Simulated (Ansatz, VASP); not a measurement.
Given: the input of a run of VASP 6.6.1 on CS2.

File INCAR:

```
SYSTEM = CS2
  PREC = Accurate
  ENCUT = 520
  EDIFF = 1E-7
  ISMEAR = -1
  SIGMA = 0.05
  LREAL = .False.
  LASPH = .True.
  NELM = 60
  ALGO = Normal
  ISIF = 2
  LWAVE = .False.
  LCHARG = .False.
  GGA = PS
  NBANDS = 25
```

File KPOINTS:

```
regular mesh
0
Gamma
  6 6 3
  0 0 0
```

POSCAR

```
CS2
1.0
    3.6457880000     -2.9943140000      0.0000000000
    3.6457880000      2.9943140000      0.0000000000
    0.0000000000      0.0000000000      9.8512570000
S C
4 2
Direct
    0.1734530000      0.8181560000      0.8876620000
    0.3186340000      0.6833800000      0.3863530000
    0.6756330000      0.3154350000      0.6150760000
    0.8284930000      0.1635220000      0.1119200000
    0.4949060000      0.4993010000      0.5041260000
    0.0099390000     -0.0109550000      0.0008830000
```

Potentials or basis: VASP PAW PBE potentials, release 64 (S, C).

Run with:

```console
$ cat potpaw_PBE.64/S/POTCAR potpaw_PBE.64/C/POTCAR > POTCAR
$ mpirun -np 1 vasp_std > vasp.out
```

**Question.** Set up the same calculation for Ansatz 0.2.0. Potentials there: all-electron LAPW, scalar-relativistic.

**Answer.** As run (the cutoff follows the program's own potentials):

File input.yaml:

```yaml
crystal:
  lattice:
    - [3.645788, -2.994314, 0.0]
    - [3.645788, 2.994314, 0.0]
    - [0.0, 0.0, 9.851257]
  atoms:
    - { symbol: S, position: [0.173453, 0.818156, 0.887662] }
    - { symbol: S, position: [0.318634, 0.68338, 0.386353] }
    - { symbol: S, position: [0.675633, 0.315435, 0.615076] }
    - { symbol: S, position: [0.828493, 0.163522, 0.11192] }
    - { symbol: C, position: [0.494906, 0.499301, 0.504126] }
    - { symbol: C, position: [0.009939, -0.010955, 0.000883] }
kpoints:
  mp_grid: { grid: [6, 6, 3] }
scf:
  occupations: { method: fermi_dirac, width: 0.05 }
hamiltonian:
  xc: pbesol
  pseudopotentials: { kind: all_electron, lapw: { basis_error: 0.001 } }
output:
  forces: true
  stress: true
  eigenvalues: true
  populations: true
```

Potentials or basis: all-electron LAPW, scalar-relativistic.

The run is started by

```sh
$ ansatz run input.yaml --threads 4 --pin off --max-ram 12288MiB --backend cpu --events-out ev --progress --plain --runs-dir out
```

Both were run:

|  | VASP | Ansatz | Ansatz less VASP |
| --- | --- | --- | --- |
| gap on the k mesh at the Fermi level (eV) | 3.46 | 3.44 | -0.022 |
| least direct gap on the mesh (eV) | 3.46 | 3.44 | -0.022 |
| pressure (GPa) | 1.2 | 1.6 | +0.36 |
| traceless stress, the component that is largest in VASP (GPa) | 3.28 | 3.35 | +0.076 |
| rms of the force components (eV/Å) | 1.063 | 1.128 | +0.0653 |

VASP's potentials were made for PBE, not for PBEsol. Atom by atom the forces differ by 0.102 eV/Å (rms over components). Ansatz ran all-electron here, and VASP with PAW potentials.
